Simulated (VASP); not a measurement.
# LaC in VASP: single point with PBE

Aim: the single point of LaC with PBE.

Program: VASP 6.6.1. These are calculated values, not measurements. Logs are shortened: lines on timing, memory, paths and dates and some standing lists are left out, and cuts for length are marked.

**1. The cell of the first run**

The typed cell holds 16 atoms: a = 7.841 Å, b = 7.433 Å, c = 7.779 Å, α = 62.01°, β = 56.83°, γ = 61.16°.

**2. Single point, PBE**

The input, INCAR:

```
ALGO = Normal
EDIFF = 1E-7
ENCUT = 520
GGA = PE
ISIF = 2
ISMEAR = 0
LASPH = T
LCHARG = F
LREAL = Auto
LWAVE = F
NBANDS = 74
NELM = 80
PREC = Accurate
SIGMA = 0.05
```

The input, KPOINTS:

```
k-points
0
Gamma
  4 4 4
```

The input, POSCAR:

```
LaC
1.0
    0.0000862302      5.7770632689      5.3019318288
    5.2097590852      0.0000659324      5.3019521266
    5.2097762002      5.7771006817      0.0000488174
La C
8 8
Direct
    0.2436631948      0.2577773095      0.2557857629
    0.2435682780      0.2578942051      0.7556444782
    0.2607709930      0.7406777515      0.2384434453
    0.2609128694      0.7405375240      0.7385338889
    0.7609261338      0.2405334884      0.2385370311
    0.7607876895      0.2406617644      0.7384469367
    0.7435440668      0.7578669744      0.2556711040
    0.7436471515      0.7577749110      0.7558006267
    0.0218398943     -0.0203942943     -0.0227286698
    0.0220060118     -0.0205825794      0.4775225427
   -0.0173111596      0.5187472865      0.0168627073
   -0.0175595072      0.5189786302      0.5166724203
    0.4824551706      0.0189653977      0.0166668786
    0.4826772679      0.0187709499      0.5168639050
    0.5220041423      0.4794157773     -0.0224240747
    0.5217779478      0.4796679235      0.4773515027
```

Potentials or basis: VASP PAW PBE potentials, release 64 (La, C).

Launch:

```console
$ cat potpaw_PBE.64/La/POTCAR potpaw_PBE.64/C/POTCAR > POTCAR
$ mpirun -np 1 vasp_std > vasp.out
```

OUTCAR:

```text
EDIFF = 1E-7
   ENCUT = 520
   GGA = PE
   ISIF = 2
   ISMEAR = 0
   LASPH = T
   LREAL = Auto
   NELM = 80
   PREC = Accurate

 ion  position               nearest neighbor table
   1  0.244  0.258  0.256-  13 2.49  15 2.67  10 2.67  12 2.72   6 3.59   3 3.59
   2  0.244  0.258  0.756-  14 2.49  16 2.67   9 2.67  11 2.72   4 3.59   5 3.59
   3  0.261  0.741  0.238-  10 2.49  13 2.67  12 2.67  15 2.72   8 3.59   1 3.59
   4  0.261  0.741  0.739-   9 2.49  14 2.67  11 2.67  16 2.72   7 3.59   2 3.59
   5  0.761  0.241  0.239-  16 2.49  11 2.67  14 2.67   9 2.72   2 3.59   7 3.59
   6  0.761  0.241  0.738-  15 2.49  12 2.67  13 2.67  10 2.72   1 3.59   8 3.59
   7  0.744  0.758  0.256-  11 2.49  16 2.67   9 2.67  14 2.72   4 3.59   5 3.59
   8  0.744  0.758  0.756-  12 2.49  15 2.67  10 2.67  13 2.72   3 3.59   6 3.59
   9  0.022  0.980  0.977-   4 2.49   2 2.67   7 2.67   5 2.72
  10  0.022  0.979  0.478-   3 2.49   8 2.67   1 2.67   6 2.72
  11  0.983  0.519  0.017-   7 2.49   5 2.67   4 2.67   2 2.72
  12  0.982  0.519  0.517-   8 2.49   6 2.67   3 2.67   1 2.72
  13  0.482  0.019  0.017-   1 2.49   3 2.67   6 2.67   8 2.72
  14  0.483  0.019  0.517-   2 2.49   4 2.67   5 2.67   7 2.72
  15  0.522  0.479  0.978-   6 2.49   1 2.67   8 2.67   3 2.72
  16  0.522  0.480  0.477-   5 2.49   7 2.67   2 2.67   4 2.72

  LATTYP: Found a base centered monoclinic cell.
 ALAT       =    11.5540980187
 B/A-ratio  =     0.9177553385
 C/A-ratio  =     0.6732762277
 COS(beta)  =    -0.7426246080

  Lattice vectors:

 A1 = (  -0.0000862302,  -5.7770632689,  -5.3019318288)
 A2 = (  -0.0000171150,  -5.7770347493,   5.3019033092)
 A3 = (  -5.2096728550,   5.7769973365,  -0.0000202978)

Analysis of symmetry for initial positions (statically):
=====================================================================
 Subroutine PRICEL returns:
 Original cell was already a primitive cell.

 Routine SETGRP: Setting up the symmetry group for a
 base centered monoclinic supercell.

 Subroutine GETGRP returns: Found  1 space group operations
 (whereof  1 operations were pure point group operations)
 out of a pool of  4 trial point group operations.

The static configuration has the point symmetry C_1 .

Analysis of symmetry for dynamics (positions and initial velocities):
=====================================================================
 Subroutine PRICEL returns:
 Original cell was already a primitive cell.

 Routine SETGRP: Setting up the symmetry group for a
 base centered monoclinic supercell.

 Subroutine GETGRP returns: Found  1 space group operations
[... 140 lines left out ...]
   TEBEG  =    0.0;   TEEND  =   0.0 temperature during run
   PSTRESS=    0.0 pullay stress
   NELECT =     120.0000    total number of electrons
   NUPDOWN=      -1.0000    fix difference up-down
   EMIN   =  10.00;   EMAX   =-10.00  energy-range for DOS
   EFERMI =   0.00;   METHOD = LEGACY
   ISMEAR =     0;   SIGMA  =   0.05  broadening in eV -4-tet -1-fermi 0-gaus
   EFERMI_NEDOS =   21; number of points for ismear=-14 and -15
   IALGO  =     38    algorithm
   IMIX   =      4    mixing-type and parameters
     AMIX     =   0.40;   BMIX     =  1.00
     AMIX_MAG =   1.60;   BMIX_MAG =  1.00
  volume/ion in A,a.u.               =      19.95       134.60
  Fermi-wavevector in a.u.,A,eV,Ry     =   1.181610  2.232918 18.996469  1.396201
  Thomas-Fermi vector in A             =   2.317880
   LORBIT       =      0    0 simple, 1 ext, 2 COOP (PROOUT), +10 PAW based schemes
   GGA     = PE    functional components
   LHFCALC =     F    Hartree Fock is set to
   AEXX    =    0.0000 exact exchange contribution
   IVDW    =     0    specifies the selected vdW correction
   LEPSILON=     F    determine dielectric tensor
   LRPA    =     F    only Hartree local field effects (RPA)
 non-spin polarized calculation
 Gauss-broadening in eV      SIGMA  =   0.05
  energy-cutoff  :      520.00
  volume of cell :      319.14
 maximum number of plane-waves:      8645
 NGX is ok and might be reduce to    60
   NGX = 29   NGY = 27   NGZ = 29

 number of electron     120.0000000 magnetization

 Free energy of the ion-electron system (eV)
  ---------------------------------------------------
  ext. energy  EPLUGINS =         0.00000000
  ---------------------------------------------------
  free energy    TOTEN  =      -107.36392595 eV

  energy without entropy =     -107.34752856  energy(sigma->0) =     -107.35572725

 E-fermi :   7.4902     XC(G=0): -10.4162

 val. band max:        7.4841600999   @ k =   0.0000   0.2500   0.2500
 cond. band min:       7.4920159913   @ k =  -0.0000   0.0000   0.2500
 fundamental gap:      0.0078558914
 Fermi energy:         7.4902099603

 k-point     1 :       0.0000    0.0000    0.0000
  band No.  band energies     occupation
      1     -23.8740      2.00000
      2     -23.6928      2.00000
      3     -23.6928      2.00000
      4     -23.6927      2.00000
      5     -23.6927      2.00000
      6     -23.6921      2.00000
[... 1789 lines left out ...]
     71      10.0841      0.00000
     72      10.0842      0.00000

 [... further k-points ...]

 [bands above 72 left out]

------------------------ aborting loop because EDIFF is reached ----------------------------------------

  FORCE on cell =-STRESS in cart. coord.  units (eV):
  Direction    XX          YY          ZZ          XY          YZ          ZX
  --------------------------------------------------------------------------------------
  -------------------------------------------------------------------------------------
  Total        0.1899306     -0.1323061     -0.0003630      0.0008094      0.0000773      0.0097947
  in kB        0.9535021     -0.6642120     -0.0018225      0.0040634      0.0003883      0.0491722
  external PRESSURE =       0.0958225 kB  Pullay stress =       0.0000000 kB

 VOLUME and BASIS-vectors are now :
 -----------------------------------------------------------------------------
  energy-cutoff  :      520.00
  volume of cell :      319.14
      direct lattice vectors                 reciprocal lattice vectors
     0.000086230  5.777063269  5.301931829    -0.095975848  0.086550004  0.094305895
     5.209759085  0.000065932  5.301952127     0.095974597 -0.086550469  0.094305110
     5.209776200  5.777100682  0.000048817     0.095974131  0.086548753 -0.094306361

 POSITION                                       TOTAL-FORCE (eV/Angst)
 -----------------------------------------------------------------------------------
      2.67557      2.88537      2.65862         0.002154     -0.001572      0.000994
      5.28033      5.77256      2.65876         0.002572      0.000169     -0.000094
      5.10101      2.88405      5.30964        -0.005679      0.000274     -0.000056
      7.70564      5.77394      5.30967        -0.003993     -0.001246      0.000302
      2.49591      5.77399      5.30969        -0.003085     -0.002013     -0.000276
      5.10100      8.66122      5.30966        -0.004333     -0.000037      0.000226
[... 8 lines left out ...]
      7.59064      8.66324      5.30952        -0.000430     -0.000411     -0.001647
      4.98589      5.77208      5.30963        -0.003797      0.000002     -0.000008
 -----------------------------------------------------------------------------------
    total drift:                                0.003605      0.007973     -0.005311

  FREE ENERGIE OF THE ION-ELECTRON SYSTEM (eV)
  ---------------------------------------------------
  free  energy   TOTEN  =      -107.3639259454 eV

  energy  without entropy=     -107.3475285554  energy(sigma->0) =     -107.35572725
```

It took 1.8 h on 1 thread of Intel Xeon 8259CL, shared host; peak memory 0.83 GiB.

What came out:

```
Free energy            : -107.3639 eV
Pressure               : 0.0 GPa
Largest force          : 0.006 eV/Å
Band gap on the k mesh : zero (bands 60 and 61 overlap by 0.76 eV)
```

Forces on the atoms (eV/Å):
```
La   0.002 -0.002  0.001
La   0.003  0.000  0.000
La  -0.006  0.000  0.000
La  -0.004 -0.001  0.000
La  -0.003 -0.002  0.000
La  -0.004  0.000  0.000
La   0.003  0.000  0.002
La   0.002 -0.002  0.001
C    0.000 -0.001  0.000
C    0.001 -0.001 -0.002
C    0.003  0.001  0.000
C    0.003  0.003 -0.001
C    0.003  0.003 -0.001
C    0.003  0.001  0.001
C    0.000  0.000 -0.002
C   -0.004  0.000  0.000
```

Caveat: spin-orbit coupling is left out, which moves the levels of the heavy elements.
